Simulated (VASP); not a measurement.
# I (C2/m) in VASP: single point with PBEsol

Aim: the single point of I with PBEsol.

Program: VASP 6.6.1. These are calculated values, not measurements. Logs are shortened: lines on timing, memory, paths and dates and some standing lists are left out, and cuts for length are marked.

## 1. The cell of the first run

The structure is monoclinic, space group C2/m (No. 12). The conventional cell has a = 4.829 Å, b = 7.180 Å, c = 2.874 Å, α = 90.00°, β = 122.07°, γ = 90.00°. I (site symmetry 2/m) has 2 I at 2.87 Å within 3.8 Å.

## 2. Single point, PBEsol (strained)

The input, INCAR:

```
SYSTEM = I
  PREC = Accurate
  ENCUT = 520
  EDIFF = 1E-7
  ISMEAR = 0
  SIGMA = 0.1
  LREAL = .False.
  LASPH = .True.
  NELM = 60
  ALGO = Normal
  ISIF = 2
  LWAVE = .False.
  LCHARG = .False.
  GGA = PS
  NBANDS = 10
```

The input, KPOINTS:

```
Automatic mesh
0
Gamma
  12 12 18
  0 0 0
```

The input, POSCAR:

```
I
1.0
    2.5914487896     -3.5897921185     -0.0602857313
    2.5914487896      3.5897921185     -0.0602857313
   -1.7113346113      0.0000000000      2.3085153620
I
1
Direct
    0.5000000000      0.5000000000      0.5000000000
```

Potentials or basis: VASP PAW PBE potentials, release 64 (I).

On the command line:

```
$ cat potpaw_PBE.64/I/POTCAR > POTCAR
$ mpirun -np 1 vasp_std > vasp.out
```

OUTCAR:

```text
SYSTEM = I
   PREC = Accurate
   ENCUT = 520
   EDIFF = 1E-7
   ISMEAR = 0
   LREAL = .False.
   LASPH = .True.
   NELM = 60
   ISIF = 2
   GGA = PS

 ion  position               nearest neighbor table
   1  0.500  0.500  0.500-

  Warning from LATTYP: Got some problem with cell dimensions!
  Tried to take original basis but could not verify dimensions!
  LATTYP: Found a base centered monoclinic cell.
 ALAT       =     4.8287213377
 B/A-ratio  =     1.4868499826
 C/A-ratio  =     0.5951177610
 COS(beta)  =    -0.5309711913

  Lattice vectors:

 A1 = (  -0.8801141783,   3.5897921185,  -2.2482296307)
 A2 = (  -0.8801141783,  -3.5897921185,  -2.2482296307)
 A3 = (  -1.7113346113,   0.0000000000,   2.3085153620)

Analysis of symmetry for initial positions (statically):
=====================================================================
 Subroutine PRICEL returns:
 Original cell was already a primitive cell.

 Routine SETGRP: Setting up the symmetry group for a
 base centered monoclinic supercell.

 Subroutine GETGRP returns: Found  4 space group operations
 (whereof  4 operations were pure point group operations)
 out of a pool of  4 trial point group operations.

The static configuration has the point symmetry C_2h.

Analysis of symmetry for dynamics (positions and initial velocities):
=====================================================================
 Subroutine PRICEL returns:
 Original cell was already a primitive cell.

 Routine SETGRP: Setting up the symmetry group for a
 base centered monoclinic supercell.

 Subroutine GETGRP returns: Found  4 space group operations
 (whereof  4 operations were pure point group operations)
 out of a pool of  4 trial point group operations.

The dynamic configuration has the point symmetry C_2h.

 Subroutine INISYM returns: Found  4 space group operations
 (whereof  4 operations are pure point group operations),
 and found     1 'primitive' translations

----------------------------------------------------------------------------------------

                                     Primitive cell

  volume of cell :      42.2104

  direct lattice vectors                    reciprocal lattice vectors
     2.591448790 -3.589792119 -0.060285731     0.196328027 -0.139283831  0.145540703
     2.591448790  3.589792119 -0.060285731     0.196328027  0.139283831  0.145540703
    -1.711334611  0.000000000  2.308515362     0.010254018  0.000000000  0.440780283

  length of vectors
     4.427849213  4.427849213  2.873657831     0.281294820  0.281294820  0.440899539

  position of ions in fractional coordinates (direct lattice)
     0.500000000  0.500000000  0.500000000

  ion indices of the primitive-cell ions
   primitive index   ion index
                 1           1

----------------------------------------------------------------------------------------

 KPOINTS: Automatic mesh

Automatic generation of k-mesh.
 Grid dimensions read from file:
 generate k-points for:   12   12   18

 Generating k-lattice:

  Cartesian coordinates                     Fractional coordinates (reciprocal lattice)
     0.016360669 -0.011606986  0.012128392     0.083333333  0.000000000  0.000000000
     0.016360669  0.011606986  0.012128392     0.000000000  0.083333333  0.000000000
     0.000569668  0.000000000  0.024487794    -0.000000000 -0.000000000  0.055555556

  Length of vectors
     0.023441235  0.023441235  0.024494419

  Shift w.r.t. Gamma in fractional coordinates (k-lattice)
     0.000000000  0.000000000  0.000000000

 Subroutine IBZKPT returns following result:
 ===========================================

 Found    710 irreducible k-points:

 Following reciprocal coordinates:
            Coordinates               Weight
  0.000000  0.000000  0.000000      1.000000
  0.083333  0.000000  0.000000      4.000000
  0.166667 -0.000000 -0.000000      4.000000
  0.250000  0.000000 -0.000000      4.000000
  0.333333  0.000000 -0.000000      4.000000
  0.416667  0.000000  0.000000      4.000000
[... 16 lines left out ...]
  0.500000  0.166667 -0.000000      4.000000
 -0.416667  0.166667  0.000000      4.000000
 [... further k-points ...]
   k-points           NKPTS =    710   k-points in BZ     NKDIM =    710   number of bands    NBANDS=     10
   number of dos      NEDOS =    301   number of ions     NIONS =      1
   total plane-waves  NPLWV =  31104
   dimension x,y,z NGX =    36 NGY =   36 NGZ =   24
   dimension x,y,z NGXF=    72 NGYF=   72 NGZF=   48
   ions per type =               1
   NGX,Y,Z   is equivalent  to a cutoff of  13.52, 13.52, 13.88 a.u.
   NGXF,Y,Z  is equivalent  to a cutoff of  27.03, 27.03, 27.77 a.u.
 SYSTEM =  I
   PREC   = accura    normal or accurate (medium, high low for compatibility)
   ISTART =      0    job   : 0-new  1-cont  2-samecut
   ICHARG =      2    charge: 1-file 2-atom 10-const
   ISPIN  =      1    spin polarized calculation?
   LNONCOLLINEAR =      F non collinear calculations
   LSORBIT =      F    spin-orbit coupling
   LASPH  =      T    aspherical Exc in radial PAW
   ENCUT  =  520.0 eV  38.22 Ry    6.18 a.u.   8.23  8.23  5.34*2*pi/ulx,y,z
   NELM   =     60;   NELMIN=  2; NELMDL= -5     # of ELM steps
   EDIFF  = 0.1E-06   stopping-criterion for ELM
   LREAL  =      F    real-space projection
   EDIFFG = 0.1E-05   stopping-criterion for IOM
   NSW    =      0    number of steps for IOM
   IBRION =     -1    ionic relax: 0-MD 1-quasi-New 2-CG
   NFREE  =      0    steps in history (QN), initial steepest desc. (CG)
   ISIF   =      2    stress and relaxation
   ISYM   =      2    0-nonsym 1-usesym 2-fastsym
   POTIM  = 0.5000    time-step for ionic-motion
   TEBEG  =    0.0;   TEEND  =   0.0 temperature during run
   PSTRESS=    0.0 pullay stress
   NELECT =       7.0000    total number of electrons
   NUPDOWN=      -1.0000    fix difference up-down
   EMIN   =  10.00;   EMAX   =-10.00  energy-range for DOS
   EFERMI =   0.00;   METHOD = LEGACY
   ISMEAR =     0;   SIGMA  =   0.10  broadening in eV -4-tet -1-fermi 0-gaus
   EFERMI_NEDOS =   21; number of points for ismear=-14 and -15
   IALGO  =     38    algorithm
   IMIX   =      4    mixing-type and parameters
     AMIX     =   0.40;   BMIX     =  1.00
     AMIX_MAG =   1.60;   BMIX_MAG =  1.00
  volume/ion in A,a.u.               =      42.21       284.85
  Fermi-wavevector in a.u.,A,eV,Ry     =   0.899430  1.699677 11.006775  0.808975
  Thomas-Fermi vector in A             =   2.022263
   LORBIT       =      0    0 simple, 1 ext, 2 COOP (PROOUT), +10 PAW based schemes
   GGA     = PS    functional components
   LHFCALC =     F    Hartree Fock is set to
   AEXX    =    0.0000 exact exchange contribution
   IVDW    =     0    specifies the selected vdW correction
   LEPSILON=     F    determine dielectric tensor
   LRPA    =     F    only Hartree local field effects (RPA)
 non-spin polarized calculation
 Gauss-broadening in eV      SIGMA  =   0.10
  energy-cutoff  :      520.00
  volume of cell :       42.21
 maximum number of plane-waves:      1152
 NGX is ok and might be reduce to    36
   NGX = 17   NGY = 17   NGZ = 11

 number of electron       7.0000000 magnetization

 Free energy of the ion-electron system (eV)
  ---------------------------------------------------
  ext. energy  EPLUGINS =         0.00000000
  ---------------------------------------------------
  free energy    TOTEN  =        -1.66048416 eV

  energy without entropy =       -1.65610389  energy(sigma->0) =       -1.65829403

 E-fermi :   2.4476     XC(G=0):  -8.2313

 val. band max:        2.4465884074   @ k =  -0.2500  -0.0000   0.4444
 cond. band min:       2.4486006897   @ k =   0.4167   0.4167   0.5000
 fundamental gap:      0.0020122823
 Fermi energy:         2.4475543378

 k-point     1 :       0.0000    0.0000    0.0000
  band No.  band energies     occupation
      1     -11.1007      2.00000
      2       1.1749      2.00000
      3       1.1807      2.00000
      4       6.6667      0.00000
      5       6.8562      0.00000
      6      10.4887      0.00000
      7      10.7315      0.00000
      8      13.2076      0.00000
      9      13.4179      0.00000
     10      18.2459      0.00000

 k-point     2 :       0.0833    0.0000    0.0000
  band No.  band energies     occupation
      1     -11.0780      2.00000
      2       0.9414      2.00000
      3       1.1354      2.00000
      4       6.6659      0.00000
      5       7.1668      0.00000
      6      10.2750      0.00000
      7      10.7526      0.00000
      8      13.4119      0.00000
      9      13.8676      0.00000
     10      18.2710      0.00000

 k-point     3 :       0.1667   -0.0000   -0.0000
  band No.  band energies     occupation
      1     -11.0149      2.00000
      2       0.3874      2.00000
      3       1.0196      2.00000
      4       6.6637      0.00000
      5       7.8310      0.00000
      6       9.8139      0.00000
      7      11.2939      0.00000
      8      13.4012      0.00000
      9      15.2809      0.00000
     10      18.4041      0.00000

 k-point     4 :       0.2500    0.0000   -0.0000
  band No.  band energies     occupation
      1     -10.9255      2.00000
      2      -0.2422      2.00000
      3       0.8708      2.00000
      4       6.6609      0.00000
      5       8.0681      0.00000
      6      10.1827      0.00000
      7      12.1674      0.00000
      8      13.3910      0.00000
      9      17.0362      0.00000
     10      18.4579      0.00000
[... 222 lines left out ...]
 k-point    22 :       0.4167    0.1667    0.0000
  band No.  band energies     occupation
      1     -10.7153      2.00000
      2      -1.1130      2.00000
      3       0.1210      2.00000
      4       6.6239      0.00000
      5       8.5550      0.00000
      6      12.2766      0.00000
      7      12.9011      0.00000
      8      15.2650      0.00000
      9      17.3380      0.00000
     10      18.3944      0.00000

 k-point    23 :       0.5000    0.1667   -0.0000
  band No.  band energies     occupation
      1     -10.7417      2.00000
      2      -0.9948      2.00000
      3       0.1649      2.00000
      4       6.5942      0.00000
      5       8.6439      0.00000
      6      11.5259      0.00000
      7      12.9682      0.00000
      8      15.6088      0.00000
      9      16.7095      0.00000
     10      18.3849      0.00000

 k-point    24 :      -0.4167    0.1667    0.0000
  band No.  band energies     occupation
      1     -10.8059      2.00000
      2      -0.7237      2.00000
      3       0.3375      2.00000
      4       6.5740      0.00000
      5       8.8720      0.00000
      6      10.2674      0.00000
      7      12.9890      0.00000
      8      14.5964      0.00000
      9      17.8714      0.00000
     10      18.5666      0.00000

 [... further k-points ...]

------------------------ aborting loop because EDIFF is reached ----------------------------------------

  FORCE on cell =-STRESS in cart. coord.  units (eV):
  Direction    XX          YY          ZZ          XY          YZ          ZX
  --------------------------------------------------------------------------------------
  -------------------------------------------------------------------------------------
  Total        0.0004353     -0.0212789      0.3266078      0.0000000      0.0000000     -0.4803242
  in kB        0.0165211     -0.8076809     12.3970225      0.0000000      0.0000000    -18.2316212
  external PRESSURE =       3.8686209 kB  Pullay stress =       0.0000000 kB

 VOLUME and BASIS-vectors are now :
 -----------------------------------------------------------------------------
  energy-cutoff  :      520.00
  volume of cell :       42.21
      direct lattice vectors                 reciprocal lattice vectors
     2.591448790 -3.589792119 -0.060285731     0.196328027 -0.139283831  0.145540703
     2.591448790  3.589792119 -0.060285731     0.196328027  0.139283831  0.145540703
    -1.711334611  0.000000000  2.308515362     0.010254018  0.000000000  0.440780283

 POSITION                                       TOTAL-FORCE (eV/Angst)
 -----------------------------------------------------------------------------------
      1.73578      0.00000      1.09397         0.000000      0.000000      0.000000
 -----------------------------------------------------------------------------------
    total drift:                                0.000000      0.000000      0.000000

  FREE ENERGIE OF THE ION-ELECTRON SYSTEM (eV)
  ---------------------------------------------------
  free  energy   TOTEN  =        -1.6604841611 eV

  energy  without entropy=       -1.6561038907  energy(sigma->0) =       -1.65829403
```

It took 1.8 min on 1 thread of AMD EPYC 9R45 (Zen 5), shared host; peak memory 0.37 GiB.

What came out:

- Free energy: -1.6605 eV
- Pressure: 0.4 GPa
- Band gap on the k mesh: zero (an odd number of electrons rules out a gap without spin polarisation)

Stress tensor (GPa, compression positive):
```
 0.00  0.00 -1.82
 0.00 -0.08  0.00
-1.82  0.00  1.24
```

Caveat: the cell differs from its parent crystal (strained); the PAW data sets were made with another functional, which shifts forces and pressure a little; spin-orbit coupling is left out, which moves the levels of the heavy elements; an odd number of electrons without spin polarisation forces a metal; a magnetic or distorted state may lie lower.
